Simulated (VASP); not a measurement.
Input of a VASP 6.6.1 run:

File INCAR:

```
  ALGO = Normal
  EDIFF = 1E-6
  ENCUT = 520
  GGA = PS
  ISIF = 2
  ISMEAR = 0
  LASPH = True
  LCHARG = False
  LREAL = False
  LWAVE = False
  NBANDS = 28
  NELM = 80
  PREC = Accurate
  SIGMA = 0.05
```

The input KPOINTS:

```
k-points
0
Gamma
  8 6 8
```

File POSCAR:

```
SnO
1.0
    3.3156061815      0.0000000000      0.0000000000
    0.0000000000      5.7049851891      0.0000000000
    0.0000000000      0.0000000000      3.8941648049
Sn O
2 2
Direct
    0.0000000000      0.2337892808      0.5261742991
    0.5000000000      0.7662107192      0.0261742991
   -0.0284283865      0.9018783326      0.7238267009
    0.5000000000      0.1146435918      0.2238267009
```

Potentials or basis: VASP PAW PBE potentials, release 64 (Sn_d, O).

Command:

```bash
$ cat potpaw_PBE.64/Sn_d/POTCAR potpaw_PBE.64/O/POTCAR > POTCAR
$ mpirun -np 1 vasp_std > vasp.out
```

Problem. What does it give for the pressure?

Solution. 1.0 GPa.

Problem. Predict the largest force.

Solution. 1.215 eV/Å.

Forces in eV/Å, atoms in the order of the input:
```
Sn  -0.033  0.707 -0.211
Sn  -0.364  0.253 -0.124
O    0.605 -1.004  0.319
O   -0.208  0.044  0.016
```

Caveat: the cell differs from its parent crystal (atom 3 (O) moved -0.133 Å along Cartesian [1 -1 0]); the PAW data sets were made with another functional, which shifts forces and pressure a little.
